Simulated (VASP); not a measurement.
Write the native input for VASP 6.6.1 that does the following.

* Task: relaxation of cell and atoms
* Functional: PBEsol
* Potentials or basis: VASP PAW PBE potentials, release 64 (Cs_sv)
* Cutoff: 600 eV
* k mesh: 12 × 12 × 12
* Occupations: gaussian, width 0.1 eV
* Spin: no spin polarisation
* Dipole correction: no
* Further INCAR settings: ALGO = Fast; EDIFF = 1e-06; IBRION = 2; EDIFFG = -0.01; NSW = 100; ISIF = 3

The structure of Cs lies in POSCAR:

```
Cs
1.0
    0.0000000000      3.7980828237      3.7980828237
    3.7980828237      0.0000000000      3.7980828237
    3.7980828237      3.7980828237      0.0000000000
Cs
1
Direct
    0.0000000000      0.0000000000      0.0000000000
```

This isn't the form of Cs at room conditions, which is bcc.

These files were run (other wordings do the same):

INCAR

```
SYSTEM = Cs
ALGO = Fast
EDIFF = 1E-6
EDIFFG = -0.01
ENCUT = 600
GGA = PS
IBRION = 2
ISIF = 3
ISMEAR = 0
LASPH = .TRUE.
LCHARG = .FALSE.
LREAL = .FALSE.
LWAVE = .FALSE.
NELM = 60
NSW = 100
PREC = Accurate
SIGMA = 0.1
```

KPOINTS

```
k-points
0
G
  12 12 12
  0 0 0
```

Potentials or basis: VASP PAW PBE potentials, release 64 (Cs_sv).

Run with:

```console
$ cat potpaw_PBE.64/Cs_sv/POTCAR > POTCAR
$ mpirun -np 1 vasp_std > vasp.out
```

Results of the run:

```json
{"Relaxed volume": "109.35 Å³/atom", "Relaxed cell": "a = 5.368 Å, b = 5.368 Å, c = 5.368 Å, α = 60.00°, β = 60.00°, γ = 60.00°", "Space group after relaxing (to 0.1 Å)": "Fm-3m (No. 225)", "Energy gained by relaxing": "0.0 meV/atom", "Ionic steps": "2", "Pressure after relaxing": "0.0 GPa", "Band gap on the k mesh": "zero (an odd number of electrons rules out a gap without spin polarisation)"}
```

Caveat: the PAW data sets were made with another functional, which shifts forces and pressure a little; spin-orbit coupling is left out, which moves the levels of the heavy elements.

Wall time 110 s on 1 thread of Oxide Virtual Turin-like Processor, with other jobs on the host, peak memory 0.33 GiB.
